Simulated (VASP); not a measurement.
Wanted: the native input for a VASP 6.6.1 run.

```yaml
Task: single point
Functional: HSE06
Potentials_or_basis: VASP PAW PBE potentials, release 64 (Li_sv, Cl)
Cutoff: 520 eV
k_mesh: 6 × 6 × 6
Occupations: gaussian, width 0.01 eV
Spin: no spin polarisation
Dipole_correction: no
Grid_for_exact_exchange_PRECFOCK: Normal
Further_INCAR_settings: ALGO = Normal; EDIFF = 1e-07; NBANDS = 12
Screening_parameter: 0.2079 1/Å
```

LiCl:

```
Li Cl
1.0
     0.00000    2.42031    2.66938
     2.42031    0.00000    2.66938
     2.42031    2.42031    0.00000
Li Cl
1 1
Direct
  0.00000 0.00000 0.00000
  0.50000 0.50000 0.50000
```

This cell differs from its parent crystal: epitaxial xy strain -5.3%.

One way to write it, as run:

POSCAR

```
LiCl
1.0
    0.0000000000      2.4203114283      2.6693782126
    2.4203114283      0.0000000000      2.6693782126
    2.4203114283      2.4203114283      0.0000000000
Li Cl
1 1
Direct
    0.0000000000      0.0000000000      0.0000000000
    0.5000000000      0.5000000000      0.5000000000
```

INCAR.step1

```
  PREC = Accurate
  ENCUT = 520
  EDIFF = 1E-5
  ISMEAR = 0
  SIGMA = 0.01
  LREAL = F
  LASPH = T
  NELM = 80
  ALGO = Normal
  ISIF = 2
  LWAVE = T
  LCHARG = F
  GGA = PE
  NBANDS = 12
```

INCAR.step2

```
  PREC = Accurate
  ENCUT = 520
  EDIFF = 1E-7
  ISMEAR = 0
  SIGMA = 0.01
  LREAL = F
  LASPH = T
  NELM = 80
  ALGO = Normal
  ISIF = 2
  LWAVE = F
  LCHARG = F
  GGA = PE
  LHFCALC = T
  HFSCREEN = 0.2079
  PRECFOCK = Normal
  ISTART = 1
  NBANDS = 12
```

KPOINTS

```
Automatic mesh
0
Gamma
  6 6 6
```

Potentials or basis: VASP PAW PBE potentials, release 64 (Li_sv, Cl).

Run with:

```sh
$ cat potpaw_PBE.64/Li_sv/POTCAR potpaw_PBE.64/Cl/POTCAR > POTCAR
$ cp INCAR.step1 INCAR
$ mpirun -np 1 vasp_std > vasp.out
$ cp INCAR.step2 INCAR
$ mpirun -np 1 vasp_std > vasp.out
```

It gave:

```yaml
Band_gap_on_the_k_mesh: 8.04 eV, indirect (least direct gap 8.08 eV)
```

Caveat: the cell differs from its parent crystal (epitaxial xy strain -5.3%).

It took 7.3 min on 1 thread of Intel(R) Xeon(R) 6975P-C (Granite Rapids), on a shared host, peak memory 0.26 GiB.
